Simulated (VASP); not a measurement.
# ZrC (Fm-3m) in VASP: a series of runs, part 2 of 2

VASP 6.6.1.

### Step 5. Single point, PBEsol

This run uses another cell than the first one, of 9.81 Å³/atom.

INCAR

```
PREC = Accurate ; ENCUT = 520
EDIFF = 1E-6 ; ISMEAR = -1
SIGMA = 0.05 ; LREAL = False
LASPH = True ; NELM = 80
ALGO = Normal ; ISIF = 2
LWAVE = False ; LCHARG = False
GGA = PS ; NBANDS = 15
```

KPOINTS

```
Automatic mesh
0
Gamma
  13 13 13
```

POSCAR

```
ZrC
1.0
    0.0000000000      2.1409616386      2.1409616386
    2.1409616386      0.0000000000      2.1409616386
    2.1409616386      2.1409616386      0.0000000000
Zr C
1 1
Direct
    0.0000000000      0.0000000000      0.0000000000
    0.5000000000      0.5000000000      0.5000000000
```

Potentials or basis: VASP PAW PBE potentials, release 64 (Zr_sv, C).

Launch:

```console
$ cat potpaw_PBE.64/Zr_sv/POTCAR potpaw_PBE.64/C/POTCAR > POTCAR
$ mpirun -np 1 vasp_std > vasp.out
```

OUTCAR:

```text
PREC = Accurate
   ENCUT = 520
   EDIFF = 1E-6
   ISMEAR = -1
   LREAL = False
   LASPH = True
   NELM = 80
   ISIF = 2
   GGA = PS

 ion  position               nearest neighbor table
   1  0.000  0.000  0.000-   2 2.14   2 2.14   2 2.14   2 2.14   2 2.14   2 2.14
   2  0.500  0.500  0.500-   1 2.14   1 2.14   1 2.14   1 2.14   1 2.14   1 2.14

  LATTYP: Found a face centered cubic cell.
 ALAT       =     4.2819232772

  Lattice vectors:

 A1 = (   0.0000000000,   2.1409616386,   2.1409616386)
 A2 = (   2.1409616386,   0.0000000000,   2.1409616386)
 A3 = (   2.1409616386,   2.1409616386,   0.0000000000)

Analysis of symmetry for initial positions (statically):
=====================================================================
 Subroutine PRICEL returns:
 Original cell was already a primitive cell.

 Routine SETGRP: Setting up the symmetry group for a
 face centered cubic supercell.

 Subroutine GETGRP returns: Found 48 space group operations
 (whereof 48 operations were pure point group operations)
 out of a pool of 48 trial point group operations.

The static configuration has the point symmetry O_h .

Analysis of symmetry for dynamics (positions and initial velocities):
=====================================================================
 Subroutine PRICEL returns:
 Original cell was already a primitive cell.

 Routine SETGRP: Setting up the symmetry group for a
 face centered cubic supercell.

 Subroutine GETGRP returns: Found 48 space group operations
 (whereof 48 operations were pure point group operations)
 out of a pool of 48 trial point group operations.

The dynamic configuration has the point symmetry O_h .

 Subroutine INISYM returns: Found 48 space group operations
 (whereof 48 operations are pure point group operations),
 and found     1 'primitive' translations

----------------------------------------------------------------------------------------

                                     Primitive cell
[... 119 lines left out ...]
   IVDW    =     0    specifies the selected vdW correction
   LEPSILON=     F    determine dielectric tensor
   LRPA    =     F    only Hartree local field effects (RPA)
 non-spin polarized calculation
  energy-cutoff  :      520.00
  volume of cell :       19.63
 maximum number of plane-waves:       537
   NGX = 11   NGY = 11   NGZ = 11

 number of electron      16.0000000 magnetization

 Free energy of the ion-electron system (eV)
  ---------------------------------------------------
  ext. energy  EPLUGINS =         0.00000000
  ---------------------------------------------------
  free energy    TOTEN  =       -19.04711115 eV

  energy without entropy =      -19.04434310  energy(sigma->0) =      -19.04572713

 E-fermi :  13.1507     XC(G=0): -13.7192

 val. band max:       13.1255101488   @ k =   0.0769   0.0000   0.0000
 cond. band min:      13.2053985652   @ k =   0.0769   0.0769   0.0000
 fundamental gap:      0.0798884164
 Fermi energy:        13.1507499667

 k-point     1 :       0.0000    0.0000    0.0000
  band No.  band energies     occupation
      1     -34.0126      2.00000
      2     -11.3698      2.00000
      3     -11.3698      2.00000
      4     -11.3698      2.00000
      5       1.0106      2.00000
      6      14.0730      0.00000
      7      14.0730      0.00000
      8      14.0730      0.00000
      9      14.1033      0.00000
     10      14.1033      0.00000
     11      14.1033      0.00000
     12      16.6781      0.00000
     13      16.6781      0.00000
     14      23.8969      0.00000
[... 401 lines left out ...]
      2     -13.3135      2.00000
      3     -11.8115      2.00000
      4     -11.6860      2.00000
      5       4.2436      2.00000
      6       7.8432      2.00000
      7       9.9683      2.00000
      8       9.9895      2.00000
      9      15.9578      0.00000
     10      19.5081      0.00000
     11      20.1871      0.00000
     12      23.2327      0.00000
     13      24.0470      0.00000
     14      26.9635      0.00000
     15      29.5358      0.00000

 [... further k-points ...]

------------------------ aborting loop because EDIFF is reached ----------------------------------------

  FORCE on cell =-STRESS in cart. coord.  units (eV):
  Direction    XX          YY          ZZ          XY          YZ          ZX
  --------------------------------------------------------------------------------------
  -------------------------------------------------------------------------------------
  Total       12.6456161     12.6456161     12.6456161     -0.0000000     -0.0000000      0.0000000
  in kB     1032.2714634   1032.2714634   1032.2714634     -0.0000000     -0.0000000      0.0000000
  external PRESSURE =    1032.2714634 kB  Pullay stress =       0.0000000 kB

 VOLUME and BASIS-vectors are now :
 -----------------------------------------------------------------------------
  energy-cutoff  :      520.00
  volume of cell :       19.63
      direct lattice vectors                 reciprocal lattice vectors
     0.000000000  2.140961639  2.140961639    -0.233539915  0.233539915  0.233539915
     2.140961639  0.000000000  2.140961639     0.233539915 -0.233539915  0.233539915
     2.140961639  2.140961639  0.000000000     0.233539915  0.233539915 -0.233539915

 POSITION                                       TOTAL-FORCE (eV/Angst)
 -----------------------------------------------------------------------------------
      0.00000      0.00000      0.00000         0.000000      0.000000     -0.000000
      2.14096      2.14096      2.14096        -0.000000     -0.000000      0.000000
 -----------------------------------------------------------------------------------
    total drift:                                0.000000     -0.000000     -0.000000

  FREE ENERGIE OF THE ION-ELECTRON SYSTEM (eV)
  ---------------------------------------------------
  free  energy   TOTEN  =       -19.0471111494 eV

  energy  without entropy=      -19.0443431008  energy(sigma->0) =      -19.04572713
```

OSZICAR:

```text
N       E                     dE             d eps       ncg     rms          rms(c)
DAV:   1     0.107475785469E+03    0.10748E+03   -0.89609E+03  2520   0.112E+03
DAV:   2    -0.178171488767E+02   -0.12529E+03   -0.11610E+03  3185   0.299E+02
DAV:   3    -0.218867873765E+02   -0.40696E+01   -0.40393E+01  3365   0.479E+01
DAV:   4    -0.219675034444E+02   -0.80716E-01   -0.80663E-01  3203   0.642E+00
DAV:   5    -0.219711181871E+02   -0.36147E-02   -0.36147E-02  3421   0.830E-01    0.380E+01
DAV:   6    -0.190304423525E+02    0.29407E+01   -0.47394E+00  3084   0.221E+01    0.159E+01
DAV:   7    -0.190437164230E+02   -0.13274E-01   -0.34733E-01  2933   0.452E+00    0.112E+01
DAV:   8    -0.190540632592E+02   -0.10347E-01   -0.94634E-02  3361   0.244E+00    0.432E+00
DAV:   9    -0.190479718163E+02    0.60914E-02   -0.88714E-03  2863   0.678E-01    0.130E+00
DAV:  10    -0.190472241422E+02    0.74767E-03   -0.38437E-03  3248   0.524E-01    0.514E-01
DAV:  11    -0.190471148977E+02    0.10924E-03   -0.36312E-04  2870   0.196E-01    0.264E-02
DAV:  12    -0.190471122987E+02    0.25990E-05   -0.14403E-05  3712   0.338E-02    0.119E-02
DAV:  13    -0.190471111787E+02    0.11200E-05   -0.71452E-07  1885   0.640E-03    0.252E-03
DAV:  14    -0.190471111494E+02    0.29325E-07   -0.75806E-08  1491   0.263E-03
   1 F= -.19047111E+02 E0= -.19045727E+02  d E =-.276805E-02
```

stdout:

```text
POSCAR found type information on POSCAR ZrC
 POSCAR found :  2 types and       2 ions
 scaLAPACK will be used
 -----------------------------------------------------------------------------
|                                                                             |
|                                                                             |
|     You enforced a specific xc type in the INCAR file but a different       |
|     I HOPE YOU KNOW WHAT YOU ARE DOING!                                     |
|                                                                             |
 -----------------------------------------------------------------------------

 LDA part: xc-table for (Slater+PW92), standard interpolation
 POSCAR, INCAR and KPOINTS ok, starting setup
 FFT: planning ... GRIDC
 FFT: planning ... GRID_SOFT
 FFT: planning ... GRID
 WAVECAR not read
 entering main loop
```

It took 31 s on 1 thread of Intel Xeon 8259CL, shared host; peak memory 0.15 GiB.

What came out:

```yaml
Free_energy: -19.0471 eV
Pressure: 103.2 GPa
Band_gap_on_the_k_mesh: zero (bands 8 and 9 overlap by 1.40 eV)
```

Caveat: the cell stands under pressure; the PAW data sets were made with another functional, which shifts forces and pressure a little.

### Step 6. The runs side by side

| cell | gap on the mesh (eV) | pressure (GPa) |
| --- | --- | --- |
| a = 2.645 Å, angles 60.0°, 2 atoms | none | 544.1 |
| a = 2.887 Å, angles 60.0°, 2 atoms | none | 210.2 |
| a = 3.028 Å, angles 60.0°, 2 atoms | none | 103.2 |

Alike in all rows: task single point; level PBEsol; potentials or basis VASP PAW PBE potentials, release 64 (Zr_sv, C); no spin polarisation; k mesh 13 × 13 × 13; cutoff (eV) 520; smearing fermi-dirac 0.05 eV.

Caveats: the cell stands under pressure; the PAW data sets were made with another functional, which shifts forces and pressure a little.

Absolute energies hang on the potentials; compare differences alone.
